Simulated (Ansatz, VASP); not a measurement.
**H: VASP beside Ansatz**

```
H
1.0
    -1.42509    1.42509    1.94996
     1.42509   -1.42509    1.94996
     1.42509    1.42509   -1.94996
H
2
Direct
  0.90122 0.90122 0.00000
  0.09878 0.09878 0.00000
```

Alike in both runs: functional LDA; k mesh 8 × 8 × 8; occupations gaussian, width 0.1 eV; no spin polarisation.

Ansatz relaxed the structure, and its values are those at the end. VASP's run is a single point on that final structure, the one shown.

|  | VASP | Ansatz |
| --- | --- | --- |
| version | VASP 6.6.1 | Ansatz 0.2.0 |
| potentials or method | VASP PAW LDA potentials, release 64 (H), cutoff 520 eV | scalar-relativistic, plane waves, PAW |
| valence electrons in the cell | 2 | 2 |

VASP gave:

* gap on the k mesh at the Fermi level (eV): 7.27
* least direct gap on the mesh (eV): 7.79
* pressure (GPa): -0.4
* rms of the force components (eV/Å): 0.020

Task: Estimate Ansatz's values.

Result: gap on the k mesh at the Fermi level (eV): 7.28; least direct gap on the mesh (eV): 7.80; pressure (GPa): -0.1; rms of the force components (eV/Å): 0.011.

LDA's correlation is that of Perdew and Zunger in VASP and of Perdew and Wang (1992) in Ansatz.
